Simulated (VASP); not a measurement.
# BaO (sol) (I4/mmm) in VASP: a series of runs

The runs below take BaO (sol) through single point, with PBEsol.

All numbers are computed with VASP 6.6.1; they aren't measurements. Logs are shortened: lines on timing, memory, paths and dates and some standing lists are left out, and cuts for length are marked.

### 1 The cell of the first run

It takes space group I4/mmm (No. 139, tetragonal). The conventional cell has a = 3.868 Å, b = 3.868 Å, c = 5.572 Å, α = 90.00°, β = 90.00°, γ = 90.00°. Ba (site symmetry 4/mmm) has 6 O at 2.73 to 2.79 Å within 3.6 Å. O (site symmetry 4/mmm) has 6 Ba at 2.73 to 2.79 Å within 3.6 Å.

### 2 Single point, PBEsol (strained cell)

INCAR

```
PREC = Accurate
ENCUT = 600
EDIFF = 1E-6
ISMEAR = 0
SIGMA = 0.02
LREAL = False
LASPH = True
NELM = 120
ALGO = Normal
ISIF = 2
LWAVE = False
LCHARG = False
GGA = PS
NBANDS = 15
GGA_COMPAT = False
```

KPOINTS

```
regular mesh
0
Gamma
  8 8 8
```

POSCAR

```
BaO
1.0
    0.0000000000      2.7347685277      2.7862384498
    2.7347685277      0.0000000000      2.7862384498
    2.7347685277      2.7347685277      0.0000000000
Ba O
1 1
Direct
    0.0000000000      0.0000000000      0.0000000000
    0.5000000000      0.5000000000      0.5000000000
```

Potentials or basis: VASP PAW PBE potentials, release 64 (Ba_sv, O).

Run with:

```sh
cat potpaw_PBE.64/Ba_sv/POTCAR potpaw_PBE.64/O/POTCAR > POTCAR
mpirun -np 1 vasp_std > vasp.out
```

OUTCAR:

```text
PREC = Accurate
   ENCUT = 600
   EDIFF = 1E-6
   ISMEAR = 0
   LREAL = False
   LASPH = True
   NELM = 120
   ISIF = 2
   GGA = PS

 ion  position               nearest neighbor table
   1  0.000  0.000  0.000-   2 2.73   2 2.73   2 2.73   2 2.73   2 2.79   2 2.79
   2  0.500  0.500  0.500-   1 2.73   1 2.73   1 2.73   1 2.73   1 2.79   1 2.79

  LATTYP: Found a body centered tetragonal cell.
 ALAT       =     3.8675467418
 C/A-ratio  =     1.4408298778

  Lattice vectors:

 A1 = (  -2.7347685277,   0.0000000000,   2.7862384498)
 A2 = (   2.7347685277,   0.0000000000,   2.7862384498)
 A3 = (   0.0000000000,   2.7347685277,  -2.7862384498)

Analysis of symmetry for initial positions (statically):
=====================================================================
 Subroutine PRICEL returns:
 Original cell was already a primitive cell.

 Routine SETGRP: Setting up the symmetry group for a
 body centered tetragonal supercell.

 Subroutine GETGRP returns: Found 16 space group operations
 (whereof 16 operations were pure point group operations)
 out of a pool of 16 trial point group operations.

The static configuration has the point symmetry D_4h.

Analysis of symmetry for dynamics (positions and initial velocities):
=====================================================================
 Subroutine PRICEL returns:
 Original cell was already a primitive cell.

 Routine SETGRP: Setting up the symmetry group for a
 body centered tetragonal supercell.

 Subroutine GETGRP returns: Found 16 space group operations
 (whereof 16 operations were pure point group operations)
 out of a pool of 16 trial point group operations.

The dynamic configuration has the point symmetry D_4h.

 Subroutine INISYM returns: Found 16 space group operations
 (whereof 16 operations are pure point group operations),
 and found     1 'primitive' translations

----------------------------------------------------------------------------------------

                                     Primitive cell

  volume of cell :      41.6763

  direct lattice vectors                    reciprocal lattice vectors
     0.000000000  2.734768528  2.786238450    -0.182830830  0.182830830  0.179453413
     2.734768528  0.000000000  2.786238450     0.182830830 -0.182830830  0.179453413
     2.734768528  2.734768528  0.000000000     0.182830830  0.182830830 -0.179453413

  length of vectors
     3.904111115  3.904111115  3.867546742     0.314734416  0.314734416  0.314734416

  position of ions in fractional coordinates (direct lattice)
     0.000000000  0.000000000  0.000000000
     0.500000000  0.500000000  0.500000000

  ion indices of the primitive-cell ions
   primitive index   ion index
                 1           1
[... 87 lines left out ...]
   EFERMI =   0.00;   METHOD = LEGACY
   ISMEAR =     0;   SIGMA  =   0.02  broadening in eV -4-tet -1-fermi 0-gaus
   EFERMI_NEDOS =   21; number of points for ismear=-14 and -15
   IALGO  =     38    algorithm
   IMIX   =      4    mixing-type and parameters
     AMIX     =   0.40;   BMIX     =  1.00
     AMIX_MAG =   1.60;   BMIX_MAG =  1.00
  volume/ion in A,a.u.               =      20.84       140.62
  Fermi-wavevector in a.u.,A,eV,Ry     =   1.189830  2.248453 19.261715  1.415696
  Thomas-Fermi vector in A             =   2.325929
   LORBIT       =      0    0 simple, 1 ext, 2 COOP (PROOUT), +10 PAW based schemes
   GGA     = PS    functional components
   LHFCALC =     F    Hartree Fock is set to
   AEXX    =    0.0000 exact exchange contribution
   IVDW    =     0    specifies the selected vdW correction
   LEPSILON=     F    determine dielectric tensor
   LRPA    =     F    only Hartree local field effects (RPA)
 non-spin polarized calculation
 Gauss-broadening in eV      SIGMA  =   0.02
  energy-cutoff  :      600.00
  volume of cell :       41.68
 maximum number of plane-waves:      1412
   NGX = 15   NGY = 15   NGZ = 15

 number of electron      15.9999998 magnetization

 Free energy of the ion-electron system (eV)
  ---------------------------------------------------
  ext. energy  EPLUGINS =         0.00000000
  ---------------------------------------------------
  free energy    TOTEN  =       -12.39501530 eV

  energy without entropy =      -12.39501530  energy(sigma->0) =      -12.39501530

 E-fermi :   1.9973     XC(G=0):  -9.9434

 val. band max:        1.8852339241   @ k =   0.5000   0.0000   0.5000
 cond. band min:       3.6238289654   @ k =   0.5000   0.0000   0.5000
 fundamental gap:      1.7385950413
 Fermi energy:         1.9973253595

 k-point     1 :       0.0000    0.0000    0.0000
  band No.  band energies     occupation
      1     -24.0032      2.00000
      2     -13.1461      2.00000
      3      -8.4571      2.00000
      4      -8.4523      2.00000
      5      -8.4523      2.00000
      6       1.3750      2.00000
      7       1.4701      2.00000
      8       1.4701      2.00000
      9       5.2772      0.00000
     10       6.3699      0.00000
     11       6.5103      0.00000
     12       6.5103      0.00000
     13       8.6758      0.00000
     14       8.9368      0.00000
[... 401 lines left out ...]
      2     -13.7155      2.00000
      3      -8.7457      2.00000
      4      -8.6875      2.00000
      5      -8.6384      2.00000
      6       0.1653      2.00000
      7       0.6148      2.00000
      8       0.8015      2.00000
      9       5.8855      0.00000
     10       7.8131      0.00000
     11       8.8439      0.00000
     12       9.1194      0.00000
     13      10.9664      0.00000
     14      11.4928      0.00000
     15      15.9767      0.00000

 [... further k-points ...]

------------------------ aborting loop because EDIFF is reached ----------------------------------------

  FORCE on cell =-STRESS in cart. coord.  units (eV):
  Direction    XX          YY          ZZ          XY          YZ          ZX
  --------------------------------------------------------------------------------------
  -------------------------------------------------------------------------------------
  Total        0.4966206      0.4966206     -0.0055573      0.0000000      0.0000000      0.0000000
  in kB       19.0917579     19.0917579     -0.2136405      0.0000000      0.0000000      0.0000000
  external PRESSURE =      12.6566251 kB  Pullay stress =       0.0000000 kB

 VOLUME and BASIS-vectors are now :
 -----------------------------------------------------------------------------
  energy-cutoff  :      600.00
  volume of cell :       41.68
      direct lattice vectors                 reciprocal lattice vectors
     0.000000000  2.734768528  2.786238450    -0.182830830  0.182830830  0.179453413
     2.734768528  0.000000000  2.786238450     0.182830830 -0.182830830  0.179453413
     2.734768528  2.734768528  0.000000000     0.182830830  0.182830830 -0.179453413

 POSITION                                       TOTAL-FORCE (eV/Angst)
 -----------------------------------------------------------------------------------
      0.00000      0.00000      0.00000         0.000000      0.000000      0.000000
      2.73477      2.73477      2.78624        -0.000000     -0.000000     -0.000000
 -----------------------------------------------------------------------------------
    total drift:                                0.000000     -0.000000      0.000000

  FREE ENERGIE OF THE ION-ELECTRON SYSTEM (eV)
  ---------------------------------------------------
  free  energy   TOTEN  =       -12.3950152959 eV

  energy  without entropy=      -12.3950152959  energy(sigma->0) =      -12.39501530
```

OSZICAR:

```text
N       E                     dE             d eps       ncg     rms          rms(c)
DAV:   1     0.851807980787E+02    0.85181E+02   -0.85438E+03  1770   0.111E+03
DAV:   2    -0.104267447299E+02   -0.95608E+02   -0.85334E+02  2480   0.212E+02
DAV:   3    -0.147107893575E+02   -0.42840E+01   -0.42561E+01  2265   0.450E+01
DAV:   4    -0.147656178244E+02   -0.54828E-01   -0.54818E-01  2113   0.514E+00
DAV:   5    -0.147667567322E+02   -0.11389E-02   -0.11386E-02  2184   0.645E-01    0.914E+00
DAV:   6    -0.126680485190E+02    0.20987E+01   -0.75855E+00  1861   0.208E+01    0.633E+00
DAV:   7    -0.124364149164E+02    0.23163E+00   -0.60406E-01  2023   0.608E+00    0.231E+00
DAV:   8    -0.123948000061E+02    0.41615E-01   -0.94950E-02  2267   0.299E+00    0.520E-01
DAV:   9    -0.123944687109E+02    0.33130E-03   -0.77808E-03  2113   0.831E-01    0.170E-01
DAV:  10    -0.123950370209E+02   -0.56831E-03   -0.15652E-03  1931   0.305E-01    0.481E-02
DAV:  11    -0.123950149468E+02    0.22074E-04   -0.13070E-04  2113   0.101E-01    0.241E-02
DAV:  12    -0.123950152959E+02   -0.34919E-06   -0.95242E-06  2015   0.269E-02
   1 F= -.12395015E+02 E0= -.12395015E+02  d E =-.100576E-17
```

stdout:

```text
POSCAR found type information on POSCAR BaO
 POSCAR found :  2 types and       2 ions
 scaLAPACK will be used
 -----------------------------------------------------------------------------
|                                                                             |
|                                                                             |
|     You enforced a specific xc type in the INCAR file but a different       |
|     I HOPE YOU KNOW WHAT YOU ARE DOING!                                     |
|                                                                             |
 -----------------------------------------------------------------------------

 LDA part: xc-table for (Slater+PW92), standard interpolation
 POSCAR, INCAR and KPOINTS ok, starting setup
 FFT: planning ... GRIDC
 FFT: planning ... GRID_SOFT
 FFT: planning ... GRID
 WAVECAR not read
 entering main loop
```

Wall time 61 s (1 thread of Intel Xeon 8259CL, shared host); peak memory 0.2 GiB.

What came out:

* Free energy: -12.3950 eV
* Pressure: 1.3 GPa
* Band gap on the k mesh: 1.74 eV, direct

Stress tensor (GPa, compression positive):
```
 1.91  0.00  0.00
 0.00  1.91  0.00
 0.00  0.00 -0.02
```

Caveat: the cell differs from its parent crystal (strained cell); the PAW data sets were made with another functional, which shifts forces and pressure a little; spin-orbit coupling is left out, which moves the levels of the heavy elements. A k mesh can miss the band edges.

### 3 Single point, PBEsol (strained cell)

INCAR

```
  ALGO = Normal
  EDIFF = 1E-6
  ENCUT = 600
  GGA = PS
  GGA_COMPAT = False
  ISIF = 2
  ISMEAR = 0
  LASPH = True
  LCHARG = False
  LREAL = False
  LWAVE = False
  NBANDS = 15
  NELM = 120
  PREC = Accurate
  SIGMA = 0.02
```

KPOINTS

```
k-points
0
Gamma
  8 8 8
```

POSCAR

```
BaO
1.0
    0.0000000000      2.7344002323      2.7862384498
    2.7344002323      0.0000000000      2.7862384498
    2.7344002323      2.7344002323      0.0000000000
Ba O
1 1
Direct
    0.0000000000      0.0000000000      0.0000000000
    0.5000000000      0.5000000000      0.5000000000
```

Potentials or basis: VASP PAW PBE potentials, release 64 (Ba_sv, O).

Run with:

```sh
cat potpaw_PBE.64/Ba_sv/POTCAR potpaw_PBE.64/O/POTCAR > POTCAR
mpirun -np 1 vasp_std > vasp.out
```

OUTCAR:

```text
EDIFF = 1E-6
   ENCUT = 600
   GGA = PS
   ISIF = 2
   ISMEAR = 0
   LASPH = True
   LREAL = False
   NELM = 120
   PREC = Accurate

 ion  position               nearest neighbor table
   1  0.000  0.000  0.000-   2 2.73   2 2.73   2 2.73   2 2.73   2 2.79   2 2.79
   2  0.500  0.500  0.500-   1 2.73   1 2.73   1 2.73   1 2.73   1 2.79   1 2.79

  LATTYP: Found a body centered tetragonal cell.
 ALAT       =     3.8670258935
 C/A-ratio  =     1.4410239427

[... 620 lines left out ...]

------------------------ aborting loop because EDIFF is reached ----------------------------------------

  FORCE on cell =-STRESS in cart. coord.  units (eV):
  Direction    XX          YY          ZZ          XY          YZ          ZX
  --------------------------------------------------------------------------------------
  -------------------------------------------------------------------------------------
  Total        0.5039671      0.5039671     -0.0024244      0.0000000     -0.0000000      0.0000000
  in kB       19.3794002     19.3794002     -0.0932283      0.0000000     -0.0000000      0.0000000
  external PRESSURE =      12.8885240 kB  Pullay stress =       0.0000000 kB

 VOLUME and BASIS-vectors are now :
 -----------------------------------------------------------------------------
  energy-cutoff  :      600.00
  volume of cell :       41.67
      direct lattice vectors                 reciprocal lattice vectors
     0.000000000  2.734400232  2.786238450    -0.182855456  0.182855456  0.179453413
     2.734400232  0.000000000  2.786238450     0.182855456 -0.182855456  0.179453413
     2.734400232  2.734400232  0.000000000     0.182855456  0.182855456 -0.179453413

 POSITION                                       TOTAL-FORCE (eV/Angst)
 -----------------------------------------------------------------------------------
      0.00000      0.00000      0.00000        -0.000000      0.000000      0.000000
      2.73440      2.73440      2.78624         0.000000     -0.000000     -0.000000
 -----------------------------------------------------------------------------------
    total drift:                                0.000000     -0.000000      0.000000

  FREE ENERGIE OF THE ION-ELECTRON SYSTEM (eV)
  ---------------------------------------------------
  free  energy   TOTEN  =       -12.3948606191 eV

  energy  without entropy=      -12.3948606191  energy(sigma->0) =      -12.39486062
```

stdout:

```text
POSCAR found type information on POSCAR BaO
 POSCAR found :  2 types and       2 ions
 scaLAPACK will be used
 -----------------------------------------------------------------------------
|                                                                             |
|                                                                             |
|     You enforced a specific xc type in the INCAR file but a different       |
|     I HOPE YOU KNOW WHAT YOU ARE DOING!                                     |
|                                                                             |
 -----------------------------------------------------------------------------

 LDA part: xc-table for (Slater+PW92), standard interpolation
 POSCAR, INCAR and KPOINTS ok, starting setup
 FFT: planning ... GRIDC
 FFT: planning ... GRID_SOFT
 FFT: planning ... GRID
 WAVECAR not read
 entering main loop
```

It took 50 s on 1 thread of Intel Xeon 8259CL, shared host; peak memory 0.21 GiB.

What came out:

```
Free energy            : -12.3949 eV
Pressure               : 1.3 GPa
Band gap on the k mesh : 1.74 eV, direct
```

Stress tensor (GPa, compression positive):
```
 1.94  0.00  0.00
 0.00  1.94  0.00
 0.00  0.00 -0.01
```

Levels at points of the mesh, in eV from the valence-band top:
```
           k point  band 6  band 7  band 8  band 9  band 10  band 11
(0.00, 0.00, 0.00)   -0.51   -0.42   -0.42    3.39     4.48     4.62
(0.50, 0.00, 0.00)   -2.18   -1.64   -1.64    4.83     7.13     7.19
(0.50, 0.50, 0.00)   -0.21   -0.21   -0.12    1.79     5.95     8.96
(0.50, 0.00, 0.50)   -0.31   -0.18    0.00    1.74     5.96     8.94
```

Caveat: the cell differs from its parent crystal (strained cell); the PAW data sets were made with another functional, which shifts forces and pressure a little; spin-orbit coupling is left out, which moves the levels of the heavy elements. A k mesh can miss the band edges.
